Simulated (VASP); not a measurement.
# MoP4 (C2/c) in VASP: notebook, part 2 of 2

VASP 6.6.1.

## 3. Single point, PBEsol (biaxial strain in the a-b plane: +2.0 %, then relaxed in part)

The input, INCAR:

```
SYSTEM = MoP4
PREC = Accurate ; ENCUT = 500
EDIFF = 1E-6 ; ISMEAR = 0
SIGMA = 0.1 ; LREAL = .False.
LASPH = .True. ; NELM = 120
ALGO = Normal ; ISIF = 2
LWAVE = .False. ; LCHARG = .False.
GGA = PS ; NBANDS = 45
GGA_COMPAT = .False.
```

The input, KPOINTS:

```
regular mesh
0
Gamma
  8 8 8
  0 0 0
```

The input, POSCAR:

```
MoP4
1.0
    2.6998250986     -5.6683614053      0.0062490723
    2.6998250986      5.6683614053      0.0062490723
   -2.0720049730      0.0000000000      5.3725885800
Mo P
2 8
Direct
    0.9422542596      0.0577457404      0.2500000000
    0.0577457404      0.9422542596      0.7500000000
    0.1834670952      0.3727926655      0.6845507988
    0.6272073345      0.8165329048      0.8154492012
    0.8165329048      0.6272073345      0.3154492012
    0.3727926655      0.1834670952      0.1845507988
    0.0565760133      0.4992673851      0.1917562833
    0.5007326149      0.9434239867      0.3082437167
    0.9434239867      0.5007326149      0.8082437167
    0.4992673851      0.0565760133      0.6917562833
```

Potentials or basis: VASP PAW PBE potentials, release 64 (Mo_sv, P).

Launch:

```bash
cat potpaw_PBE.64/Mo_sv/POTCAR potpaw_PBE.64/P/POTCAR > POTCAR
mpirun -np 1 vasp_std > vasp.out
```

Wall time 11 min (1 thread of Intel Xeon 6975P-C (Granite Rapids), shared host); peak memory 0.85 GiB.

The run converged. Its results:

```yaml
Free_energy: -73.6137 eV
Pressure: -4.9 GPa
Largest_force: 0.034 eV/Å
Band_gap_on_the_k_mesh: zero (bands 34 and 35 overlap by 0.24 eV)
```

Forces on the atoms (eV/Å):
```
Mo   0.000 -0.007  0.000
Mo   0.000  0.007  0.000
P    0.020  0.020  0.018
P   -0.020  0.020 -0.018
P   -0.020 -0.020 -0.018
P    0.020 -0.020  0.018
P    0.024  0.022 -0.008
P   -0.024  0.022  0.008
P   -0.024 -0.022  0.008
P    0.024 -0.022 -0.008
```

Stress tensor (GPa, compression positive):
```
-7.47  0.00 -0.03
 0.00 -7.28  0.00
-0.03  0.00  0.09
```

Levels at points of the mesh, in eV from the Fermi level:
```tsv
k point	band 31	band 32	band 33	band 34	band 35	band 36	band 37	band 38
(0.00, 0.00, 0.00)	-1.08	-0.65	-0.65	-0.18	0.33	0.55	1.30	2.17
(0.50, 0.00, 0.00)	-1.97	-1.87	-1.35	-0.38	0.08	1.26	1.39	1.72
(0.50, 0.50, 0.00)	-1.59	-1.43	-1.32	-0.87	0.56	1.03	1.14	1.31
(0.00, 0.00, 0.50)	-2.23	-2.23	-0.27	-0.27	1.15	1.15	1.86	1.86
(0.50, 0.00, 0.50)	-2.13	-1.79	-1.47	-1.24	0.28	0.82	1.24	1.29
(0.50, 0.50, 0.50)	-2.38	-2.38	-1.59	-1.59	0.98	0.98	1.34	1.34
```

Caveat: the cell differs from its parent crystal (biaxial strain in the a-b plane: +2.0 %, then relaxed in part); the cell stands under tension; the PAW data sets were made with another functional, which shifts forces and pressure a little.

## 4. Single point, PBEsol (biaxial strain in the a-b plane: -1.0 %, then relaxed in part)

The input, INCAR:

```
SYSTEM = MoP4
PREC = Accurate ; ENCUT = 500
EDIFF = 1E-6 ; ISMEAR = 0
SIGMA = 0.1 ; LREAL = .FALSE.
LASPH = .TRUE. ; NELM = 120
ALGO = Normal ; ISIF = 2
LWAVE = .FALSE. ; LCHARG = .TRUE.
GGA = PS ; LELF = .TRUE.
LVHAR = .TRUE. ; NBANDS = 45
GGA_COMPAT = .FALSE.
```

The input, KPOINTS:

```
Automatic mesh
0
G
  8 8 8
  0 0 0
```

The input, POSCAR:

```
MoP4
1.0
    2.6204225546     -5.5016448934      0.0039272469
    2.6204225546      5.5016448934      0.0039272469
   -2.0157692073      0.0000000000      5.4269077905
Mo P
2 8
Direct
    0.9420341229      0.0579658771      0.2500000000
    0.0579658771      0.9420341229      0.7500000000
    0.1826551318      0.3747878835      0.6804683653
    0.6252121165      0.8173448682      0.8195316347
    0.8173448682      0.6252121165      0.3195316347
    0.3747878835      0.1826551318      0.1804683653
    0.0569207565      0.4964953371      0.1890859718
    0.5035046629      0.9430792435      0.3109140282
    0.9430792435      0.5035046629      0.8109140282
    0.4964953371      0.0569207565      0.6890859718
```

Potentials or basis: VASP PAW PBE potentials, release 64 (Mo_sv, P).

Launch:

```bash
cat potpaw_PBE.64/Mo_sv/POTCAR potpaw_PBE.64/P/POTCAR > POTCAR
mpirun -np 1 vasp_std > vasp.out
```

OUTCAR:

```text
SYSTEM = MoP4
   PREC = Accurate
   ENCUT = 500
   EDIFF = 1E-6
   ISMEAR = 0
   LREAL = .FALSE.
   LASPH = .TRUE.
   NELM = 120
   ISIF = 2
   GGA = PS

 ion  position               nearest neighbor table
   1  0.942  0.058  0.250-   5 2.36   6 2.36   7 2.40   8 2.40   3 2.45   4 2.45   2 3.16   2 3.16

   2  0.058  0.942  0.750-   3 2.36   4 2.36   9 2.40  10 2.40   5 2.45   6 2.45   1 3.16   1 3.16

   3  0.183  0.375  0.680-   4 2.18   9 2.22   2 2.36   1 2.45
   4  0.625  0.817  0.820-   3 2.18  10 2.22   2 2.36   1 2.45
   5  0.817  0.625  0.320-   6 2.18   7 2.22   1 2.36   2 2.45
   6  0.375  0.183  0.180-   5 2.18   8 2.22   1 2.36   2 2.45
[... 1380 lines left out ...]

 VOLUME and BASIS-vectors are now :
 -----------------------------------------------------------------------------
  energy-cutoff  :      500.00
  volume of cell :      156.56
      direct lattice vectors                 reciprocal lattice vectors
     2.620422555 -5.501644893  0.003927247     0.190702761 -0.090881911  0.070834583
     2.620422555  5.501644893  0.003927247     0.190702761  0.090881911  0.070834583
    -2.015769207  0.000000000  5.426907790    -0.000276009  0.000000000  0.184164476

 POSITION                                       TOTAL-FORCE (eV/Angst)
 -----------------------------------------------------------------------------------
      2.11648     -4.86383      1.36065         0.000000     -0.002876     -0.000000
      1.10860      4.86383      4.07411         0.000000      0.002876     -0.000000
      0.08907      1.05705      3.69503         0.024437      0.019749      0.021006
      2.12812      1.05705      4.45319        -0.024437      0.019749     -0.021006
      3.13601     -1.05705      1.73973        -0.024437     -0.019749     -0.021006
      1.09695     -1.05705      0.98157         0.024437     -0.019749      0.021006
      1.06903      2.41838      1.02833         0.025029      0.023564     -0.006522
      3.16393      2.41838      1.69298        -0.025029      0.023564      0.006522
      2.15605     -2.41838      4.40644        -0.025029     -0.023564      0.006522
      0.06115     -2.41838      3.74178         0.025029     -0.023564     -0.006522
 -----------------------------------------------------------------------------------
    total drift:                               -0.000000      0.000000      0.000000

  FREE ENERGIE OF THE ION-ELECTRON SYSTEM (eV)
  ---------------------------------------------------
  free  energy   TOTEN  =       -73.7183759185 eV

  energy  without entropy=      -73.7136555807  energy(sigma->0) =      -73.71601575
```

OSZICAR:

```text
N       E                     dE             d eps       ncg     rms          rms(c)
DAV:   1     0.440034434292E+03    0.44003E+03   -0.34723E+04 14708   0.136E+03
DAV:   2    -0.489763111932E+02   -0.48901E+03   -0.47145E+03 16082   0.320E+02
DAV:   3    -0.748887401804E+02   -0.25912E+02   -0.25480E+02 17147   0.652E+01
DAV:   4    -0.754424995658E+02   -0.55376E+00   -0.55018E+00 17024   0.978E+00
DAV:   5    -0.754542349421E+02   -0.11735E-01   -0.11717E-01 16613   0.135E+00    0.327E+01
DAV:   6    -0.741688017216E+02    0.12854E+01   -0.47913E+00 16134   0.102E+01    0.123E+01
DAV:   7    -0.739169973832E+02    0.25180E+00   -0.23368E+00 16573   0.632E+00    0.806E+00
DAV:   8    -0.737199710627E+02    0.19703E+00   -0.85756E-01 15756   0.442E+00    0.146E+00
DAV:   9    -0.737195754034E+02    0.39566E-03   -0.53004E-02 16698   0.918E-01    0.686E-01
DAV:  10    -0.737183593105E+02    0.12161E-02   -0.76946E-03 15798   0.426E-01    0.140E-01
DAV:  11    -0.737183588618E+02    0.44868E-06   -0.58529E-04 16666   0.114E-01    0.677E-02
DAV:  12    -0.737183714567E+02   -0.12595E-04   -0.39463E-05 17432   0.274E-02    0.444E-02
DAV:  13    -0.737183761234E+02   -0.46667E-05   -0.19020E-05 16732   0.208E-02    0.774E-03
DAV:  14    -0.737183759185E+02    0.20495E-06   -0.22282E-06 11363   0.762E-03
   1 F= -.73718376E+02 E0= -.73716016E+02  d E =-.472034E-02
```

It took 7 min on 1 thread of Intel Xeon 6975P-C (Granite Rapids), shared host; peak memory 0.81 GiB.

What came out:

```
Free energy            : -73.7184 eV
Pressure               : 3.0 GPa
Largest force          : 0.038 eV/Å
Band gap on the k mesh : zero (bands 34 and 35 overlap by 0.18 eV)
```

Forces on the atoms (eV/Å):
```
Mo   0.000 -0.003  0.000
Mo   0.000  0.003  0.000
P    0.024  0.020  0.021
P   -0.024  0.020 -0.021
P   -0.024 -0.020 -0.021
P    0.024 -0.020  0.021
P    0.025  0.024 -0.007
P   -0.025  0.024  0.007
P   -0.025 -0.024  0.007
P    0.025 -0.024 -0.007
```

Stress tensor (GPa, compression positive):
```
 4.54  0.00 -0.01
 0.00  4.49  0.00
-0.01  0.00  0.07
```

Caveat: the cell differs from its parent crystal (biaxial strain in the a-b plane: -1.0 %, then relaxed in part); the cell stands under pressure; the PAW data sets were made with another functional, which shifts forces and pressure a little.

## 5. The runs side by side

| cell | gap on the mesh (eV) | pressure (GPa) | largest force (eV/Å) |
| --- | --- | --- | --- |
| a = 6.217, b = 6.217, c = 5.768 Å, angles 98.8, 98.8, 129.1°, 10 atoms, atomic positions A | none | -2.5 | 0.04 |
| a = 6.278, b = 6.278, c = 5.758 Å, angles 98.8, 98.8, 129.1°, 10 atoms, atomic positions A | none | -4.9 | 0.03 |
| a = 6.094, b = 6.094, c = 5.789 Å, angles 98.6, 98.6, 129.1°, 10 atoms, atomic positions B | none | 3.0 | 0.04 |

Alike in all rows: task single point; level PBEsol; potentials or basis VASP PAW PBE potentials, release 64 (Mo_sv, P); no spin polarisation; k mesh 8 × 8 × 8; cutoff (eV) 500; smearing gaussian 0.1 eV.

Caveats: the PAW data sets were made with another functional, which shifts forces and pressure a little; the cell stands under tension (at least some runs); the cell stands under pressure (at least some runs).

Absolute energies hang on the potentials; compare differences alone.
